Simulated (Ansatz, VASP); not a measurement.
GaN in VASP and in Ansatz

```
Ga N
1.0
     0.00000    2.22770    2.22770
     2.22770    0.00000    2.22770
     2.22770    2.22770    0.00000
Ga N
1 1
Cartesian
  0.0000 0.0000 0.0000
  1.1139 1.1139 1.1139
```

Alike in both runs: task single point; functional LDA; k mesh 10 × 10 × 10; non-collinear spin, spin-orbit coupling.

```csv
,VASP,Ansatz
version,VASP 6.6.1,Ansatz 0.2.0
potentials or method,"VASP PAW LDA potentials, release 64 (Ga_d, N), cutoff 520 eV",all-electron LAPW
occupations,"gaussian, width 0.01 eV",fixed
```

Ansatz gave:

| Item | Value |
| --- | --- |
| pressure (GPa) | 0.2 |
| net moment per atom (μB) | 0.00 |

**Question.** Estimate VASP's values.

**Answer.** Pressure (GPa): 1.1; net moment per atom (μB): 0.00.

LDA's correlation is that of Perdew and Zunger in VASP and of Perdew and Wang (1992) in Ansatz. Ansatz ran all-electron here, and VASP with PAW potentials.
